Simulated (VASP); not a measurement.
Set up this calculation in VASP 6.6.1, as the native input.

| Quantity | Value |
| --- | --- |
| Task | electric field gradients |
| Functional | PBE |
| Potentials or basis | VASP PAW PBE potentials, release 64 (Ba_sv, Ti_sv, O) |
| Cutoff | 520 eV |
| k mesh | 7 × 7 × 7 |
| Occupations | fermi-dirac, width 0.08 eV |
| Spin | no spin polarisation |
| Dipole correction | no |
| Further INCAR settings | ALGO = Normal; EDIFF = 1e-08; NBANDS = 28 |

The structure of BaTiO3 lies in POSCAR:

```
BaTiO3
1.0
    4.0524349834      0.0000000000      0.0000000000
    0.0000000000      4.0524349834      0.0000000000
    0.0000000000      0.0000000000      4.0708744846
Ba Ti O
1 1 3
Direct
    0.0000000000      0.0000000000      0.0000000000
    0.5000000000      0.5000000000      0.4820000000
    0.5000000000      0.5000000000      0.0160000000
    0.5000000000      0.0000000000      0.5150000000
    0.0000000000      0.5000000000      0.5150000000
```

This cell differs from its parent crystal: volume scaled by 1.04.

These files were run (other wordings do the same):

INCAR

```
SYSTEM = BaTiO3
PREC = Accurate
ENCUT = 520
EDIFF = 1E-8
ISMEAR = -1
SIGMA = 0.08
LREAL = .False.
LASPH = .True.
NELM = 100
ALGO = Normal
ISIF = 2
LWAVE = .False.
LCHARG = .False.
GGA = PE
LEFG = .True.
NBANDS = 28
```

KPOINTS

```
regular mesh
0
Gamma
  7 7 7
  0 0 0
```

Potentials or basis: VASP PAW PBE potentials, release 64 (Ba_sv, Ti_sv, O).

Command:

```sh
$ cat potpaw_PBE.64/Ba_sv/POTCAR potpaw_PBE.64/Ti_sv/POTCAR potpaw_PBE.64/O/POTCAR > POTCAR
$ mpirun -np 1 vasp_std > vasp.out
```

It gave:

| Quantity | Value |
| --- | --- |
| Pressure | -2.0 GPa |
| Largest force | 0.578 eV/Å |
| Band gap on the k mesh | 1.79 eV, indirect (least direct gap 2.05 eV) |

Caveat: without QUAD_EFG the Cq values of the log hold for a quadrupole moment of 1 mb, not for the nuclei; spin-orbit coupling is left out, which moves the levels of the heavy elements.

Wall time 80 s on 1 thread of Intel Xeon 6975P-C (shared host), peak memory 0.22 GiB.
